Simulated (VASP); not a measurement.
BaTiO3, 5 atoms in the cell. The structure is orthorhombic, space group Amm2 (No. 38). The conventional cell has a = 3.950 Å, b = 5.638 Å, c = 5.653 Å, α = 90.00°, β = 90.00°, γ = 90.00°. Within 3.6 Å of Ba (site symmetry mm2) lie 12 O at 2.75 to 2.90 Å and 8 Ti at 3.39 to 3.50 Å. Within 2.5 Å of Ti (site symmetry mm2) lie 6 O at 1.88 to 2.12 Å. Within 2.6 Å of O (site symmetry mm2) lie 2 Ti at 1.98 Å. O (site symmetry m) has 2 Ti at 1.88 to 2.12 Å within 2.5 Å. 

- Program: VASP 6.6.1
- Task: single point
- Functional: PBE
- Potentials or basis: VASP PAW PBE potentials, release 64 (Ba_sv, Ti_sv, O)
- Cutoff: 520 eV
- k mesh: 8 × 8 × 8
- Occupations: gaussian, width 0.02 eV
- Spin: no spin polarisation
- Dipole correction: no
- Further INCAR settings: ALGO = Normal; EDIFF = 1e-06; NBANDS = 28

Potentials or basis: VASP PAW PBE potentials, release 64 (Ba_sv, Ti_sv, O).

Launch:

```sh
$ cat potpaw_PBE.64/Ba_sv/POTCAR potpaw_PBE.64/Ti_sv/POTCAR potpaw_PBE.64/O/POTCAR > POTCAR
$ mpirun -np 1 vasp_std > vasp.out
```

Hardware: 1 thread of AMD EPYC 9R45 96-Core Processor (Zen 5), with other jobs on the host.

Task: How long does it take, and how much memory?

Result: Wall time 88 s on 1 thread of AMD EPYC 9R45 96-Core Processor (Zen 5), with other jobs on the host, peak memory 0.27 GiB. Counts: scf iterations 17, k points 105.
